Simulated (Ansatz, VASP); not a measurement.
**Ti in VASP and in Ansatz**

```
Ti
1.0
     2.95000    0.00000    0.00000
    -1.47500    2.55477    0.00000
     0.00000    0.00000    4.77972
Ti
2
Direct
  0.33333 0.66667 0.25000
  0.66667 0.33333 0.75000
```

Change from the starting cell: z stretched by +2 %, ions relaxed.

Alike in both runs: functional PBE; k mesh 18 × 18 × 10; occupations fermi-dirac, width 0.05 eV; no spin polarisation.

Ansatz relaxed the structure, and its values are those at the end. VASP's run is a single point on that final structure, the one shown.

|  | VASP | Ansatz |
| --- | --- | --- |
| version | VASP 6.6.1 | Ansatz 0.2.0 |
| potentials or method | VASP PAW PBE potentials, release 64 (Ti_sv) | plane-wave PAW, scalar-relativistic |
| plane-wave cutoff (eV) | 500 | 420 |
| valence electrons in the cell | 24 | 24 |

VASP gave:

| Item | Value |
| --- | --- |
| pressure (GPa) | -3.9 |

Problem. Estimate Ansatz's values.

Solution. Pressure (GPa): -3.7.

Ansatz's warnings: stress scf threshold loose.
